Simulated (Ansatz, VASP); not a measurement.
**One calculation of B4C3, two programs**

```xyz
14
Lattice="6.8476 0.0000 0.0000 -3.4238 5.9302 0.0000 0.0000 0.0000 2.6227" Properties=species:S:1:pos:R:3 pbc="T T T"
B     3.4238    1.9767    1.9670
B     0.0000    3.9535    0.6557
B     1.2550    5.7684    1.9670
B     2.4795    3.9711    0.6557
B     5.6231    1.7974    0.6557
B    -2.1993    4.1329    1.9670
B     2.1688    0.1618    0.6557
B     0.9443    1.9592    1.9670
C     4.8714    1.3965    1.9670
C     1.2263    4.9170    0.6557
C     0.2213    2.4097    0.6557
C     3.2025    3.5206    1.9670
C     2.1975    1.0132    1.9670
C    -1.4476    4.5337    0.6557
```

Alike in both runs: task single point; functional PBE; k mesh 3 × 3 × 6; occupations gaussian, width 0.1 eV; no spin polarisation.

|  | VASP | Ansatz |
| --- | --- | --- |
| version | VASP 6.6.1 | Ansatz 0.2.0 |
| potentials or method | VASP PAW PBE potentials, release 64 (B, C), cutoff 520 eV | scalar-relativistic, plane waves, PAW |
| valence electrons in the cell | 48 | 48 |

Ansatz gave:

| Quantity | Value |
| --- | --- |
| pressure (GPa) | 14.4 |
| traceless stress, the component that is largest in VASP (GPa) | 13.19 |
| rms of the force components (eV/Å) | 0.615 |

Q: Which values does VASP return?

A: Pressure (GPa): 14.7; traceless stress, the component that is largest in VASP (GPa): 13.22; rms of the force components (eV/Å): 0.615.

Atom by atom the forces differ by 0.002 eV/Å (rms over components).

The k mesh is coarse, so the values compare programs but aren't converged.
